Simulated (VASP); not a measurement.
Set up this calculation in VASP 6.6.1, as the native input.

* Task: single point
* Functional: PBE
* Potentials or basis: VASP PAW PBE potentials, release 64 (Sc_sv, Ti_sv, Se)
* Cutoff: 520 eV
* k mesh: 8 × 8 × 8
* Occupations: gaussian, width 0.1 eV
* Spin: collinear spin
* Starting moments: [0.77, 2.22, 0.0, 0.0, 0.0, 0.0] μB
* Dipole correction: no
* Further INCAR settings: ALGO = Normal; EDIFF = 1e-06; NBANDS = 36

The structure of ScTiSe4 lies in POSCAR:

```
ScTiSe4
1.0
    0.0000000000      4.0222771400      4.0222771400
    4.0222771400      0.0000000000      4.0222771400
    4.0222771400      4.0222771400      0.0000000000
Sc Ti Se
1 1 4
Direct
    0.5000000000      0.5000000000      0.5000000000
    0.7500000000      0.7500000000      0.7500000000
    0.6255316860      0.1248227713      0.1248227713
    0.1248227713      0.6255316860      0.1248227713
    0.1248227713      0.1248227713      0.1248227713
    0.1248227713      0.1248227713      0.6255316860
```

The cell was generated, and may not be a known phase.

These files were run (other wordings do the same):

INCAR

```
ALGO = Normal
EDIFF = 1E-6
ENCUT = 520
GGA = PE
ISIF = 2
ISMEAR = 0
ISPIN = 2
LASPH = True
LCHARG = False
LMAXMIX = 4
LORBIT = 11
LREAL = False
LWAVE = False
MAGMOM = 0.77 2.22 0 0 0 0
NBANDS = 36
NELM = 150
PREC = Accurate
SIGMA = 0.1
```

KPOINTS

```
k-points
0
Gamma
  8 8 8
```

Potentials or basis: VASP PAW PBE potentials, release 64 (Sc_sv, Ti_sv, Se).

Launch:

```sh
$ cat potpaw_PBE.64/Sc_sv/POTCAR potpaw_PBE.64/Ti_sv/POTCAR potpaw_PBE.64/Se/POTCAR > POTCAR
$ mpirun -np 1 vasp_std > vasp.out
```

Results of the run:

The pressure is 0.1 GPa, the largest force is 0.007 eV/Å and the net moment is 3.33 μB per cell. The site moments are Sc +0.59; Ti +1.72; Se -0.02 μB. The valence electrons inside the program's atomic spheres are Sc 9.17; Ti 10.06; Se 3.72.

Run time: 7.9 min on 1 thread of Intel(R) Xeon(R) Platinum 8375C CPU @ 2.90GHz (Ice Lake) (shared host), peak memory 0.44 GiB.
